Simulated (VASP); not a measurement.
# AlIn (P6/mmm) in VASP: a series of runs, part 2 of 2

VASP 6.6.1.

### Step 3. Single point, PBE

This run uses another cell than the first one, of 23.77 Å³/atom, 1.010 times its volume.

File INCAR:

```
PREC = Accurate
ENCUT = 520
EDIFF = 1E-7
ISMEAR = -1
SIGMA = 0.05
LREAL = False
LASPH = True
NELM = 100
ALGO = Fast
ISIF = 2
LWAVE = False
LCHARG = False
GGA = PE
NBANDS = 15
```

File KPOINTS:

```
Automatic mesh
0
Gamma
  8 8 4
```

File POSCAR:

```
AlIn
1.0
    3.0541300000      0.0000000000      0.0000000000
   -1.5270700000      2.6449600000      0.0000000000
    0.0000000000      0.0000000000      5.8863002000
Al In
1 1
Direct
    0.0000000000      0.0000000000      0.0000000000
    0.0000000000      0.0000000000      0.5000000000
```

Potentials or basis: VASP PAW PBE potentials, release 64 (Al, In_d).

Command:

```sh
$ cat potpaw_PBE.64/Al/POTCAR potpaw_PBE.64/In_d/POTCAR > POTCAR
$ mpirun -np 1 vasp_std > vasp.out
```

OUTCAR:

```text
PREC = Accurate
   ENCUT = 520
   EDIFF = 1E-7
   ISMEAR = -1
   LREAL = False
   LASPH = True
   NELM = 100
   ISIF = 2
   GGA = PE

 ion  position               nearest neighbor table
   1  0.000  0.000  0.000-   2 2.94   2 2.94
   2  0.000  0.000  0.500-   1 2.94   1 2.94

  LATTYP: Found a hexagonal cell.
 ALAT       =     3.0541300000
 C/A-ratio  =     1.9273247046

  Lattice vectors:

 A1 = (   3.0541300000,   0.0000000000,   0.0000000000)
 A2 = (  -1.5270700000,   2.6449600000,   0.0000000000)
 A3 = (   0.0000000000,   0.0000000000,   5.8863002000)

Analysis of symmetry for initial positions (statically):
=====================================================================
 Subroutine PRICEL returns:
 Original cell was already a primitive cell.

 Routine SETGRP: Setting up the symmetry group for a
 hexagonal supercell.

 Subroutine GETGRP returns: Found 24 space group operations
 (whereof 24 operations were pure point group operations)
 out of a pool of 24 trial point group operations.

The static configuration has the point symmetry D_6h.

Analysis of symmetry for dynamics (positions and initial velocities):
=====================================================================
 Subroutine PRICEL returns:
 Original cell was already a primitive cell.

 Routine SETGRP: Setting up the symmetry group for a
 hexagonal supercell.

 Subroutine GETGRP returns: Found 24 space group operations
 (whereof 24 operations were pure point group operations)
 out of a pool of 24 trial point group operations.

The dynamic configuration has the point symmetry D_6h.

 Subroutine INISYM returns: Found 24 space group operations
 (whereof 24 operations are pure point group operations),
 and found     1 'primitive' translations

[... 120 lines left out ...]
   LHFCALC =     F    Hartree Fock is set to
   AEXX    =    0.0000 exact exchange contribution
   IVDW    =     0    specifies the selected vdW correction
   LEPSILON=     F    determine dielectric tensor
   LRPA    =     F    only Hartree local field effects (RPA)
 non-spin polarized calculation
 RMM-DIIS sequential band-by-band and
  energy-cutoff  :      520.00
  volume of cell :       47.55
 maximum number of plane-waves:      1292
 NGX is ok and might be reduce to    24
   NGX = 11   NGY = 11   NGZ = 21

 number of electron      16.0000000 magnetization

 Free energy of the ion-electron system (eV)
  ---------------------------------------------------
  ext. energy  EPLUGINS =         0.00000000
  ---------------------------------------------------
  free energy    TOTEN  =        -5.77201204 eV

  energy without entropy =       -5.75019313  energy(sigma->0) =       -5.76110258

 E-fermi :   6.5434     XC(G=0):  -9.7842

 val. band max:        6.5316453697   @ k =   0.3750   0.2500   0.0000
 cond. band min:       6.5937307421   @ k =   0.2500   0.1250   0.2500
 fundamental gap:      0.0620853724
 Fermi energy:         6.5433646484

 k-point     1 :       0.0000    0.0000    0.0000
  band No.  band energies     occupation
      1      -8.3958      2.00000
      2      -8.2395      2.00000
      3      -8.2395      2.00000
      4      -7.8587      2.00000
      5      -7.8586      2.00000
      6      -3.0457      2.00000
      7       0.8497      2.00000
      8       2.5914      2.00000
      9      13.7133      0.00000
     10      15.5312      0.00000
     11      16.6395      0.00000
     12      16.6395      0.00000
     13      18.3724      0.00000
     14      18.3725      0.00000
[... 401 lines left out ...]
      2      -8.1679      2.00000
      3      -7.9558      2.00000
      4      -7.9239      2.00000
      5      -7.7652      2.00000
      6       0.9500      2.00000
      7       1.5734      2.00000
      8       6.6337      0.28183
      9       6.9149      0.00118
     10      10.3767      0.00000
     11      10.5177      0.00000
     12      13.5272      0.00000
     13      14.1643      0.00000
     14      15.0124      0.00000
     15      15.1285      0.00000

 [... further k-points ...]

------------------------ aborting loop because EDIFF is reached ----------------------------------------

  FORCE on cell =-STRESS in cart. coord.  units (eV):
  Direction    XX          YY          ZZ          XY          YZ          ZX
  --------------------------------------------------------------------------------------
  -------------------------------------------------------------------------------------
  Total       -0.0383403     -0.0383405     -0.2324923      0.0000001     -0.0000000      0.0000000
  in kB       -1.2918655     -1.2918712     -7.8337575      0.0000024     -0.0000000      0.0000000
  external PRESSURE =      -3.4724981 kB  Pullay stress =       0.0000000 kB

 VOLUME and BASIS-vectors are now :
 -----------------------------------------------------------------------------
  energy-cutoff  :      520.00
  volume of cell :       47.55
      direct lattice vectors                 reciprocal lattice vectors
     3.054130000  0.000000000  0.000000000     0.327425486  0.189039395  0.000000000
    -1.527070000  2.644960000  0.000000000     0.000000000  0.378077551  0.000000000
     0.000000000  0.000000000  5.886300200     0.000000000  0.000000000  0.169886001

 POSITION                                       TOTAL-FORCE (eV/Angst)
 -----------------------------------------------------------------------------------
      0.00000      0.00000      0.00000         0.000000      0.000000      0.000000
      0.00000      0.00000      2.94315        -0.000000      0.000000      0.000000
 -----------------------------------------------------------------------------------
    total drift:                                0.000000      0.000000      0.000000

  FREE ENERGIE OF THE ION-ELECTRON SYSTEM (eV)
  ---------------------------------------------------
  free  energy   TOTEN  =        -5.7720120418 eV

  energy  without entropy=       -5.7501931255  energy(sigma->0) =       -5.76110258
```

OSZICAR:

```text
N       E                     dE             d eps       ncg     rms          rms(c)
DAV:   1     0.899989560919E+02    0.89999E+02   -0.72284E+03   914   0.117E+03
DAV:   2    -0.107071549181E+01   -0.91070E+02   -0.86666E+02   963   0.282E+02
DAV:   3    -0.570309164952E+01   -0.46324E+01   -0.45840E+01  1201   0.614E+01
DAV:   4    -0.582672548172E+01   -0.12363E+00   -0.12354E+00  1183   0.102E+01
DAV:   5    -0.583293476839E+01   -0.62093E-02   -0.62090E-02  1344   0.195E+00    0.322E+00
RMM:   6    -0.578194962917E+01    0.50985E-01   -0.70741E-02  1106   0.337E+00    0.170E+00
RMM:   7    -0.577265262906E+01    0.92970E-02   -0.20116E-02  1096   0.145E+00    0.389E-01
RMM:   8    -0.577193653166E+01    0.71610E-03   -0.32413E-03  1230   0.622E-01    0.138E-01
RMM:   9    -0.577199594239E+01   -0.59411E-04   -0.82192E-04  1389   0.253E-01    0.102E-01
RMM:  10    -0.577202948492E+01   -0.33543E-04   -0.22820E-04  1211   0.206E-01    0.103E-01
RMM:  11    -0.577200993188E+01    0.19553E-04   -0.10857E-04  1293   0.131E-01    0.253E-02
RMM:  12    -0.577201295549E+01   -0.30236E-05   -0.32998E-05  1417   0.464E-02    0.330E-02
RMM:  13    -0.577201296316E+01   -0.76702E-08   -0.46314E-06  1396   0.192E-02    0.295E-02
RMM:  14    -0.577201211995E+01    0.84321E-06   -0.15093E-06  1192   0.151E-02    0.853E-03
RMM:  15    -0.577201204183E+01    0.78115E-07   -0.48652E-07   886   0.506E-03
   1 F= -.57720120E+01 E0= -.57611026E+01  d E =-.218189E-01
```

stdout:

```text
POSCAR found type information on POSCAR AlIn
 POSCAR found :  2 types and       2 ions
 scaLAPACK will be used
 LDA part: xc-table for (Slater+PW92), standard interpolation
 POSCAR, INCAR and KPOINTS ok, starting setup
 FFT: planning ... GRIDC
 FFT: planning ... GRID_SOFT
 FFT: planning ... GRID
 WAVECAR not read
 entering main loop
WARNING in EDDRMM: call to ZHEGV failed, returncode =   8  4     14
WARNING in EDDRMM: call to ZHEGV failed, returncode =   8  4     12
 num prob WARNING in EDDRMM: call to ZHEGV failed, returncode =   8  4     14
```

Run time: 9.9 s. Hardware: 1 thread of Intel Xeon 6975P-C (Granite Rapids), shared host; peak memory 0.17 GiB.

What came out:

* Free energy: -5.7720 eV
* Pressure: -0.3 GPa
* Band gap on the k mesh: zero (band 8 reaches 8.31 eV, above the bottom of band 9 at 4.26 eV)

Levels at points of the mesh, in eV from the Fermi level:
```
           k point  band 6  band 7  band 8  band 9  band 10  band 11
(0.00, 0.00, 0.00)   -9.59   -5.69   -3.95    7.17     8.99    10.10
(0.50, 0.00, 0.00)   -4.19   -3.53   -0.66   -0.03     0.16     3.41
(0.00, 0.00, 0.50)   -8.86   -7.95    0.56    1.09    10.69    10.69
(0.50, 0.00, 0.50)   -3.22   -3.10   -2.68   -2.28     5.09     5.55
```

Caveat: spin-orbit coupling is left out, which moves the levels of the heavy elements.
